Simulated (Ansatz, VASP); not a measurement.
## Pt in VASP and in Ansatz

The input INCAR:

```
ALGO = Fast
EDIFF = 1E-7
ENCUT = 520
ISIF = 2
ISMEAR = -1
LASPH = True
LCHARG = True
LELF = True
LREAL = False
LVHAR = True
LWAVE = False
NBANDS = 17
NELM = 100
PREC = Accurate
SIGMA = 0.05
```

The input KPOINTS:

```
k-points
0
Gamma
  11 11 6
```

POSCAR

```
Pt
1.0
    2.7233547499      0.0000000000      0.0000000000
   -1.3616773750      2.3584943969      0.0000000000
    0.0000000000      0.0000000000      4.7273674930
Pt
2
Direct
    0.3333333333      0.6666666667      0.2500000000
    0.6666666667      0.3333333333      0.7500000000
```

The input input.yaml:

```yaml
crystal:
  lattice:
    - [2.7233547499, 0.0, 0.0]
    - [-1.361677375, 2.3584943969, 0.0]
    - [0.0, 0.0, 4.727367493]
  atoms:
    - { symbol: Pt, position: [0.3333333333, 0.6666666667, 0.25] }
    - { symbol: Pt, position: [0.6666666667, 0.3333333333, 0.75] }
kpoints:
  mp_grid: { grid: [11, 11, 6] }
scf:
  occupations: { method: fermi_dirac, width: 0.05 }
hamiltonian:
  xc: lda
  pseudopotentials: { kind: all_electron, lapw: { basis_error: 0.001 } }
output:
  forces: true
  stress: true
  eigenvalues: true
```

Change from the starting cell: volume scaled by 0.96.

Alike in both runs: task single point; functional LDA; k mesh 11 × 11 × 6; occupations fermi-dirac, width 0.05 eV; no spin polarisation.

```csv
,VASP,Ansatz
version,VASP 6.6.1,Ansatz 0.2.0
potentials or method,"VASP PAW LDA potentials, release 64 (Pt), cutoff 520 eV","all-electron LAPW, scalar-relativistic"
```

```tsv
	VASP	Ansatz	Ansatz less VASP
gap on the k mesh at the Fermi level (eV)	none	none	-
pressure (GPa)	-5.1	-5.8	-0.68
traceless stress, the component that is largest in VASP (GPa)	-1.69	-1.35	+0.335
```

LDA's correlation is that of Perdew and Zunger in VASP and of Perdew and Wang (1992) in Ansatz. A gap of «none» marks a metal or a gap that the smearing closes. Ansatz ran all-electron here, and VASP with PAW potentials.

Spin-orbit coupling is off throughout.
